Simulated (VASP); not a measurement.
A run of VASP 6.6.1:

File POSCAR:

```
ZnS
1.0
    0.0000000000      2.9210220000      2.7046500000
    2.9210220000      0.0000000000      2.7046500000
    2.9210220000      2.9210220000      0.0000000000
Zn S
1 1
Direct
    0.0000000000      0.0000000000      0.0000000000
    0.7500000000      0.7500000000      0.7500000000
```

The input INCAR.step1:

```
SYSTEM = ZnS
PREC = Accurate
ENCUT = 520
ISMEAR = 0
SIGMA = 0.05
LREAL = .FALSE.
LASPH = .TRUE.
NELM = 60
NBANDS = 16
GGA = PE
ALGO = Normal
EDIFF = 1E-4
LWAVE = .TRUE.
LCHARG = .FALSE.
```

Contents of INCAR.step2:

```
SYSTEM = ZnS
PREC = Accurate
ENCUT = 520
EDIFF = 1E-7
ISMEAR = 0
SIGMA = 0.05
LREAL = .FALSE.
LASPH = .TRUE.
NELM = 60
ALGO = Normal
ISIF = 2
LWAVE = .FALSE.
LCHARG = .FALSE.
METAGGA = R2SCAN
LMIXTAU = .TRUE.
NBANDS = 16
ISTART = 1
```

KPOINTS

```
regular mesh
0
G
  8 8 8
  0 0 0
```

Potentials or basis: VASP PAW PBE potentials, release 64 (Zn, S).

Launch:

```console
$ cat potpaw_PBE.64/Zn/POTCAR potpaw_PBE.64/S/POTCAR > POTCAR
$ cp INCAR.step1 INCAR
$ mpirun -np 1 vasp_std > vasp.out
$ cp INCAR.step2 INCAR
$ mpirun -np 1 vasp_std > vasp.out
```

Hardware: 1 thread of Intel Xeon 8259CL, with other jobs on the host.

Task: Estimate the wall time of this run.

Result: Wall time 6.5 min on 1 thread of Intel Xeon 8259CL (shared host), peak memory 0.2 GiB. Counts: k points 59.
